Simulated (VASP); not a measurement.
# SiO2 (rutile type) (P4_2/mnm) in VASP: further runs

SiO2 (rutile type) is run at these levels: r2SCAN; tasks: relaxation of cell and atoms, relaxation of shape and atoms at fixed volume.

All numbers are computed with VASP 6.6.1; they aren't measurements. Logs are shortened: lines on timing, memory, paths and dates and some standing lists are left out, and cuts for length are marked.

## 1. The cell of the first run

The structure is tetragonal, space group P4_2/mnm (No. 136). The conventional cell has a = 4.496 Å, b = 4.496 Å, c = 2.968 Å, α = 90.00°, β = 90.00°, γ = 90.00°. Si (site symmetry mmm) has 6 O at 1.93 to 1.94 Å within 2.6 Å. Within 2.6 Å of O (site symmetry m2m) lie 3 Si at 1.93 to 1.94 Å and 1 O at 2.48 Å.

## 2. Relaxation of cell and atoms, r2SCAN

The input, POSCAR:

```
SiO2
1.0
    4.4964431302      0.0000000000      0.0000000000
    0.0000000000      4.4964431302      0.0000000000
    0.0000000000      0.0000000000      2.9676524660
Si O
2 4
Direct
    0.0000000000      0.0000000000      0.0000000000
    0.5000000000      0.5000000000      0.5000000000
    0.3050000000      0.3050000000      0.0000000000
    0.6950000000      0.6950000000      0.0000000000
    0.8050000000      0.1950000000      0.5000000000
    0.1950000000      0.8050000000      0.5000000000
```

The input, INCAR.step1:

```
SYSTEM = SiO2
PREC = Accurate
ENCUT = 600
ISMEAR = -1
SIGMA = 0.08
LREAL = .False.
LASPH = .True.
NELM = 80
GGA = PE
ALGO = Normal
EDIFF = 1E-4
LWAVE = .True.
LCHARG = .False.
```

The input, INCAR.step2:

```
SYSTEM = SiO2
PREC = Accurate
ENCUT = 600
EDIFF = 1E-6
ISMEAR = -1
SIGMA = 0.08
LREAL = .False.
LASPH = .True.
NELM = 80
ALGO = Normal
ISIF = 3
LWAVE = .False.
LCHARG = .False.
METAGGA = R2SCAN
LMIXTAU = .True.
IBRION = 2
NSW = 60
EDIFFG = -0.005
ISTART = 1
```

The input, KPOINTS:

```
Automatic mesh
0
Gamma
  8 8 11
  0 0 0
```

Potentials or basis: VASP PAW PBE potentials, release 64 (Si, O).

Command:

```console
cat potpaw_PBE.64/Si/POTCAR potpaw_PBE.64/O/POTCAR > POTCAR
cp INCAR.step1 INCAR
mpirun -np 1 vasp_std > vasp.out
cp INCAR.step2 INCAR
mpirun -np 1 vasp_std > vasp.out
```

OUTCAR:

```text
SYSTEM = SiO2
   PREC = Accurate
   ENCUT = 600
   EDIFF = 1E-6
   ISMEAR = -1
   LREAL = .False.
   LASPH = .True.
   NELM = 80
   ISIF = 3
   METAGGA = R2SCAN
   IBRION = 2
   NSW = 60
   EDIFFG = -0.005
   ISTART = 1

 ion  position               nearest neighbor table
   1  0.000  0.000  0.000-   5 1.93   6 1.93   5 1.93   6 1.93   3 1.94   4 1.94
   2  0.500  0.500  0.500-   3 1.93   4 1.93   3 1.93   4 1.93   5 1.94   6 1.94
   3  0.305  0.305  0.000-   2 1.93   2 1.93   1 1.94
   4  0.695  0.695  0.000-   2 1.93   2 1.93   1 1.94
   5  0.805  0.195  0.500-   1 1.93   1 1.93   2 1.94
   6  0.195  0.805  0.500-   1 1.93   1 1.93   2 1.94

  LATTYP: Found a simple tetragonal cell.
 ALAT       =     4.4964431302
 C/A-ratio  =     0.6600000000

  Lattice vectors:

 A1 = (   4.4964431302,   0.0000000000,   0.0000000000)
 A2 = (   0.0000000000,   4.4964431302,   0.0000000000)
 A3 = (   0.0000000000,   0.0000000000,   2.9676524660)

Analysis of symmetry for initial positions (statically):
=====================================================================
 Subroutine PRICEL returns:
 Original cell was already a primitive cell.

 Routine SETGRP: Setting up the symmetry group for a
 simple tetragonal supercell.

 Subroutine GETGRP returns: Found 16 space group operations
 (whereof  8 operations were pure point group operations)
 out of a pool of 16 trial point group operations.

The static configuration has the point symmetry D_2h.
 The point group associated with its full space group is D_4h.

Analysis of symmetry for dynamics (positions and initial velocities):
=====================================================================
 Subroutine PRICEL returns:
 Original cell was already a primitive cell.

 Routine SETGRP: Setting up the symmetry group for a
 simple tetragonal supercell.

 Subroutine GETGRP returns: Found 16 space group operations
 (whereof  8 operations were pure point group operations)
 out of a pool of 16 trial point group operations.

The dynamic configuration has the point symmetry D_2h.
 The point group associated with its full space group is D_4h.

 Subroutine INISYM returns: Found 16 space group operations
 (whereof  8 operations are pure point group operations),
 and found     1 'primitive' translations

----------------------------------------------------------------------------------------

                                     Primitive cell

  volume of cell :      60.0000

  direct lattice vectors                    reciprocal lattice vectors
     4.496443130  0.000000000  0.000000000     0.222398009  0.000000000  0.000000000
     0.000000000  4.496443130  0.000000000     0.000000000  0.222398009  0.000000000
     0.000000000  0.000000000  2.967652466     0.000000000  0.000000000  0.336966680

  length of vectors
     4.496443130  4.496443130  2.967652466     0.222398009  0.222398009  0.336966680

  position of ions in fractional coordinates (direct lattice)
     0.000000000  0.000000000  0.000000000
     0.500000000  0.500000000  0.500000000
     0.305000000  0.305000000  0.000000000
     0.695000000  0.695000000  0.000000000
     0.805000000  0.195000000  0.500000000
     0.195000000  0.805000000  0.500000000

  ion indices of the primitive-cell ions
   primitive index   ion index
                 1           1
                 2           2
                 3           3
                 4           4
                 5           5
                 6           6

----------------------------------------------------------------------------------------

 KPOINTS: Automatic mesh

Automatic generation of k-mesh.
 Grid dimensions read from file:
 generate k-points for:    8    8   11

 Generating k-lattice:

  Cartesian coordinates                     Fractional coordinates (reciprocal lattice)
     0.027799751  0.000000000  0.000000000     0.125000000  0.000000000  0.000000000
     0.000000000  0.027799751  0.000000000     0.000000000  0.125000000  0.000000000
     0.000000000  0.000000000  0.030633335     0.000000000  0.000000000  0.090909091

[... 45 lines left out ...]
   NUPDOWN=      -1.0000    fix difference up-down
   EMIN   =  10.00;   EMAX   =-10.00  energy-range for DOS
   EFERMI =   0.00;   METHOD = LEGACY
   ISMEAR =    -1;   SIGMA  =   0.08  broadening in eV -4-tet -1-fermi 0-gaus
   EFERMI_NEDOS =   21; number of points for ismear=-14 and -15
   IALGO  =     38    algorithm
   IMIX   =      4    mixing-type and parameters
     AMIX     =   0.40;   BMIX     =  1.00
     AMIX_MAG =   1.60;   BMIX_MAG =  1.00
  volume/ion in A,a.u.               =      10.00        67.48
  Fermi-wavevector in a.u.,A,eV,Ry     =   1.327622  2.508842 23.981355  1.762580
  Thomas-Fermi vector in A             =   2.456920
   LORBIT       =      0    0 simple, 1 ext, 2 COOP (PROOUT), +10 PAW based schemes
   METAGGA = R2SCAN    functional components
   LHFCALC =     F    Hartree Fock is set to
   AEXX    =    0.0000 exact exchange contribution
   IVDW    =     0    specifies the selected vdW correction
   LEPSILON=     F    determine dielectric tensor
   LRPA    =     F    only Hartree local field effects (RPA)
 conjugate gradient relaxation of ions
 non-spin polarized calculation
  energy-cutoff  :      600.00
  volume of cell :       60.00
 maximum number of plane-waves:      2028
 NGX is ok and might be reduce to    36
   NGX = 17   NGY = 17   NGZ = 11

--------------------------------------- Ionic step        1  -------------------------------------------

 number of electron      31.9999994 magnetization

 Free energy of the ion-electron system (eV)
  ---------------------------------------------------
  ext. energy  EPLUGINS =         0.00000000
  ---------------------------------------------------
  free energy    TOTEN  =       -56.12734410 eV

  energy without entropy =      -56.12734409  energy(sigma->0) =      -56.12734409

------------------------ aborting loop because EDIFF is reached ----------------------------------------

  FORCE on cell =-STRESS in cart. coord.  units (eV):
  Direction    XX          YY          ZZ          XY          YZ          ZX
  --------------------------------------------------------------------------------------
  -------------------------------------------------------------------------------------
  Total      -16.6648573    -16.6648573    -23.5778201      0.0000000      0.0000000      0.0000000
  in kB     -445.0009436   -445.0009436   -629.5974816      0.0000000      0.0000000      0.0000000
  external PRESSURE =    -506.5331229 kB  Pullay stress =       0.0000000 kB
[... 25 lines left out ...]
  energy  without entropy=      -56.1273440863  energy(sigma->0) =      -56.12734409

--------------------------------------- Ionic step        2  -------------------------------------------

 number of electron      31.9999993 magnetization

 E-fermi :  12.9344     XC(G=0): -14.2342

 val. band max:       11.3739584572   @ k =   0.0000   0.0000   0.0000
 cond. band min:      20.4361037373   @ k =   0.0000   0.0000   0.0000
 fundamental gap:      9.0621452800
 Fermi energy:        12.9344095185

 k-point     1 :       0.0000    0.0000    0.0000
  band No.  band energies     occupation
      1     -15.0859      2.00000
      2     -10.2362      2.00000
      3     -10.0211      2.00000
      4     -10.0211      2.00000
      5      -0.8223      2.00000
      6       2.8622      2.00000
[... 12 lines left out ...]
     19      24.0623      0.00000
[... 807 lines left out ...]
  energy  without entropy=      -58.8541106669  energy(sigma->0) =      -58.85411067

--------------------------------------- Ionic step        9  -------------------------------------------

 number of electron      32.0000000 magnetization

 Free energy of the ion-electron system (eV)
  ---------------------------------------------------
  ext. energy  EPLUGINS =         0.00000000
  ---------------------------------------------------
  free energy    TOTEN  =       -58.85413118 eV

  energy without entropy =      -58.85413118  energy(sigma->0) =      -58.85413118

 E-fermi :   9.3260     XC(G=0): -12.8693

 val. band max:        7.7959271593   @ k =   0.0000   0.0000   0.0000
 cond. band min:      14.3028314638   @ k =   0.0000   0.0000   0.0000
 fundamental gap:      6.5069043045
 Fermi energy:         9.3259610309

 k-point     1 :       0.0000    0.0000    0.0000
  band No.  band energies     occupation
      1     -15.7356      2.00000
      2     -12.1501      2.00000
      3     -12.1501      2.00000
      4     -11.8761      2.00000
      5      -3.2499      2.00000
      6       1.2931      2.00000
[... 12 lines left out ...]
     19      17.2406      0.00000
[... 563 lines left out ...]
  FREE ENERGIE OF THE ION-ELECTRON SYSTEM (eV)
  ---------------------------------------------------
  free  energy   TOTEN  =       -58.8541311807 eV

  energy  without entropy=      -58.8541311806  energy(sigma->0) =      -58.85413118

 reached required accuracy - stopping structural energy minimisation
```

It took 13 min on 1 thread of Intel Xeon 6975P-C (Granite Rapids), shared host; peak memory 0.25 GiB.

What came out:

* Free energy: -58.8541 eV
* Relaxed volume: 7.79 Å³/atom
* Relaxed cell: a = 4.181 Å, b = 4.181 Å, c = 2.672 Å, α = 90.00°, β = 90.00°, γ = 90.00°
* Space group after relaxing (to 0.1 Å): P4_2/mnm (No. 136)
* Energy gained by relaxing: 454.5 meV/atom
* Ionic steps: 9
* Pressure after relaxing: 0.0 GPa
* Band gap on the k mesh: 6.51 eV

The path:
| step | energy change (eV) | largest force (eV/Å) | pressure (GPa) | volume (Å³) |
| --- | --- | --- | --- | --- |
| 1 | 0.0000 | 0.8969 | -50.65 | 60.00 |
| 2 | 1.5803 | 4.7563 | 151.14 | 36.47 |
| 3 | -2.7050 | 0.2501 | -5.31 | 47.61 |
| 4 | -2.7158 | 0.3497 | -1.75 | 47.12 |
| 5 | -2.7168 | 0.3998 | 0.07 | 46.88 |
| 6 | -2.7235 | 0.1902 | -0.20 | 46.72 |
| 7 | -2.7264 | 0.0148 | -0.15 | 46.78 |
| 8 | -2.7268 | 0.0025 | -0.02 | 46.73 |
| 9 | -2.7268 | 0.0017 | 0.02 | 46.72 |

Final structure:
```
Si O
1.0
     4.18130    0.00000    0.00000
     0.00000    4.18130    0.00000
     0.00000    0.00000    2.67225
Si O
2 4
Direct
  0.00000 0.00000 0.00000
  0.50000 0.50000 0.50000
  0.30592 0.30592 0.00000
  0.69408 0.69408 0.00000
  0.80592 0.19408 0.50000
  0.19408 0.80592 0.50000
```

Caveat: the volume moved by over 15 % at a fixed basis, so the end points are rough; the PAW data sets were made with another functional, which shifts forces and pressure a little; an odd mesh through Γ misses points on the zone boundary, where band edges can lie.

## 3. Relaxation of shape and atoms at fixed volume, r2SCAN

This run uses another cell than the first one, of 6.86 Å³/atom.

The input, POSCAR:

```
SiO2
1.0
    4.0105539633      0.0000000000      0.0000000000
    0.0000000000      4.0105539633      0.0000000000
    0.0000000000      0.0000000000      2.5575318050
Si O
2 4
Direct
    0.0000000000      0.0000000000      0.0000000000
    0.5000000000      0.5000000000      0.5000000000
    0.3060968949      0.3060968949      0.0000000000
    0.6939031051      0.6939031051      0.0000000000
    0.8060968949      0.1939031051      0.5000000000
    0.1939031051      0.8060968949      0.5000000000
```

The input, INCAR.step1:

```
PREC     = Accurate       # precision mode
ENCUT    = 600            # plane-wave cutoff, eV
ISMEAR   = -1             # smearing method
SIGMA    = 0.08           # smearing width, eV
LREAL    = False          # projectors in reciprocal space
LASPH    = True           # aspherical terms in the spheres
NELM     = 100            # most SCF steps
GGA      = PE             # functional
ALGO     = Normal         # electronic algorithm
EDIFF    = 1E-4           # SCF threshold, eV
LWAVE    = True           # write WAVECAR
LCHARG   = False          # write CHGCAR
```

The input, INCAR.step2:

```
PREC     = Accurate       # precision mode
ENCUT    = 600            # plane-wave cutoff, eV
EDIFF    = 1E-6           # SCF threshold, eV
ISMEAR   = -1             # smearing method
SIGMA    = 0.08           # smearing width, eV
LREAL    = False          # projectors in reciprocal space
LASPH    = True           # aspherical terms in the spheres
NELM     = 100            # most SCF steps
ALGO     = Normal         # electronic algorithm
ISIF     = 4              # what is computed and relaxed
LWAVE    = False          # write WAVECAR
LCHARG   = False          # write CHGCAR
METAGGA  = R2SCAN         # meta-GGA
LMIXTAU  = True         
IBRION   = 2              # ionic algorithm
NSW      = 50             # ionic steps
EDIFFG   = -0.005         # ionic threshold
ISTART   = 1
```

The input, KPOINTS:

```
Automatic mesh
0
Gamma
  8 8 11
```

Potentials or basis: VASP PAW PBE potentials, release 64 (Si, O).

Command:

```console
cat potpaw_PBE.64/Si/POTCAR potpaw_PBE.64/O/POTCAR > POTCAR
cp INCAR.step1 INCAR
mpirun -np 1 vasp_std > vasp.out
cp INCAR.step2 INCAR
mpirun -np 1 vasp_std > vasp.out
```

Run time: 4.6 min. Hardware: 1 thread of Intel Xeon 6975P-C (Granite Rapids), shared host; peak memory 0.2 GiB.

The run converged. Its results:

```yaml
Free_energy: -57.9591 eV
Energy_gained_by_relaxing: 11.1 meV/atom
Ionic_steps: 5
Pressure_after_relaxing: 52.8 GPa
Largest_force_after_relaxing: 0.004 eV/Å
Band_gap_on_the_k_mesh: 7.86 eV
```

Forces in eV/Å, atoms in the order of the input:
```
Si   0.000  0.000  0.000
Si   0.000  0.000  0.000
O   -0.003 -0.003  0.000
O    0.003  0.003  0.000
O   -0.003  0.003  0.000
O    0.003 -0.003  0.000
```

Step by step:
| step | energy change (eV) | largest force (eV/Å) | pressure (GPa) | volume (Å³) |
| --- | --- | --- | --- | --- |
| 1 | 0.0000 | 1.0648 | 56.21 | 41.14 |
| 2 | 0.0185 | 1.3877 | 51.07 | 41.14 |
| 3 | -0.0638 | 0.0887 | 52.89 | 41.14 |
| 4 | -0.0663 | 0.0356 | 52.82 | 41.14 |
| 5 | -0.0666 | 0.0038 | 52.83 | 41.14 |

Final structure:
```
CELL_PARAMETERS angstrom
3.98565 0.00000 0.00000
0.00000 3.98565 0.00000
0.00000 0.00000 2.58959
ATOMIC_POSITIONS crystal
Si 0.00000 0.00000 0.00000
Si 0.50000 0.50000 0.50000
O 0.30226 0.30226 0.00000
O 0.69774 0.69774 0.00000
O 0.80226 0.19774 0.50000
O 0.19774 0.80226 0.50000
```

Levels at points of the mesh, in eV from the valence-band top:
```csv
k point,band 14,band 15,band 16,band 17,band 18,band 19
"(0.00, 0.00, 0.00)",-1.00,-1.00,0.00,7.86,8.84,10.23
"(0.50, 0.00, 0.00)",-3.02,-1.18,-1.18,10.06,10.06,11.02
"(0.50, 0.50, 0.00)",-3.24,-2.76,-2.76,9.87,9.87,12.18
```

Caveat: the PAW data sets were made with another functional, which shifts forces and pressure a little; an odd mesh through Γ misses points on the zone boundary, where band edges can lie.

## 4. Relaxation of shape and atoms at fixed volume, r2SCAN

This run uses another cell than the first one, of 5.61 Å³/atom.

POSCAR, as its differences from that of step 3:

```diff
@@ -2,5 +2,5 @@
 1.0
-    4.0105539633      0.0000000000      0.0000000000
-    0.0000000000      4.0105539633      0.0000000000
-    0.0000000000      0.0000000000      2.5575318050
+    3.7510625458      0.0000000000      0.0000000000
+    0.0000000000      3.7510625458      0.0000000000
+    0.0000000000      0.0000000000      2.3920540283
 Si O
```

INCAR.step1, as its differences from that of step 3:

```diff
@@ -6,3 +6,3 @@
 LASPH    = True           # aspherical terms in the spheres
-NELM     = 100            # most SCF steps
+NELM     = 60             # most SCF steps
 GGA      = PE             # functional
```

INCAR.step2, as its differences from that of step 3:

```diff
@@ -7,3 +7,3 @@
 LASPH    = True           # aspherical terms in the spheres
-NELM     = 100            # most SCF steps
+NELM     = 60             # most SCF steps
 ALGO     = Normal         # electronic algorithm
```

The input, KPOINTS:

```
regular mesh
0
Gamma
  8 8 11
```

Command:

```console
cat potpaw_PBE.64/Si/POTCAR potpaw_PBE.64/O/POTCAR > POTCAR
cp INCAR.step1 INCAR
mpirun -np 1 vasp_std > vasp.out
cp INCAR.step2 INCAR
mpirun -np 1 vasp_std > vasp.out
```

It took 11 min on 1 thread of Intel Xeon 6975P-C (Granite Rapids), shared host; peak memory 0.18 GiB.

It converged, with:

```
Free energy                  : -52.3484 eV
Energy gained by relaxing    : 52.4 meV/atom
Ionic steps                  : 9
Pressure after relaxing      : 207.7 GPa
Largest force after relaxing : 0.003 eV/Å
Band gap on the k mesh       : 8.11 eV
```

Forces in eV/Å, atoms in the order of the input:
```
Si   0.000  0.000  0.000
Si   0.000  0.000  0.000
O   -0.002 -0.002  0.000
O    0.002  0.002  0.000
O   -0.002  0.002  0.000
O    0.002 -0.002  0.000
```

Stress tensor (GPa, compression positive):
```
207.76   0.00   0.00
  0.00 207.76   0.00
  0.00   0.00 207.64
```

The path:
```
step  energy change (eV)  largest force (eV/Å)  pressure (GPa)  volume (Å³)
   1              0.0000                3.3524          215.13        33.66
   2              2.8811               11.8022          230.77        33.66
   3             -0.3094                0.0652          207.74        33.66
   4             -0.3094                0.1404          207.65        33.66
   5             -0.3140                0.0168          207.72        33.66
   6             -0.3145                0.0227          207.70        33.66
   7             -0.3145                0.0189          207.70        33.66
   8             -0.3144                0.0485          207.79        33.66
   9             -0.3145                0.0034          207.72        33.66
```

Final structure:
```
Si O
1.0
     3.71777    0.00000    0.00000
     0.00000    3.71777    0.00000
     0.00000    0.00000    2.43509
Si O
2 4
Direct
  0.00000 0.00000 0.00000
  0.50000 0.50000 0.50000
  0.29946 0.29946 0.00000
  0.70054 0.70054 0.00000
  0.79946 0.20054 0.50000
  0.20054 0.79946 0.50000
```

Levels at points of the mesh, in eV from the valence-band top:
```csv
k point,band 13,band 14,band 15,band 16,band 17,band 18,band 19,band 20
"(0.00, 0.00, 0.00)",-2.65,-1.16,-1.16,0.00,8.11,11.84,11.84,12.53
"(0.50, 0.00, 0.00)",-3.55,-3.55,-1.40,-1.40,11.22,11.22,13.42,13.42
"(0.50, 0.50, 0.00)",-3.98,-3.98,-3.63,-3.63,11.76,11.76,14.24,14.24
```

Caveat: the PAW data sets were made with another functional, which shifts forces and pressure a little; an odd mesh through Γ misses points on the zone boundary, where band edges can lie.

## 5. Summary

| task | cell | gap on the mesh (eV) | pressure (GPa) |
| --- | --- | --- | --- |
| relaxation of cell and atoms | relaxed from a = 4.496, b = 4.496, c = 2.968 Å, 6 atoms | 6.51 | 0.0 |
| relaxation of shape and atoms at fixed volume | relaxed from a = 4.011, b = 4.011, c = 2.558 Å, 6 atoms | 7.86 | 52.8 |
| relaxation of shape and atoms at fixed volume | relaxed from a = 3.751, b = 3.751, c = 2.392 Å, 6 atoms | 8.11 | 207.7 |

Alike in all rows: level r2SCAN; potentials or basis VASP PAW PBE potentials, release 64 (Si, O); no spin polarisation; k mesh 8 × 8 × 11; cutoff (eV) 600; smearing fermi-dirac 0.08 eV.

Caveats: the PAW data sets were made with another functional, which shifts forces and pressure a little; an odd mesh through Γ misses points on the zone boundary, where band edges can lie; the volume moved by over 15 % at a fixed basis, so the end points are rough (at least some runs).

Absolute energies hang on the potentials; compare differences alone.
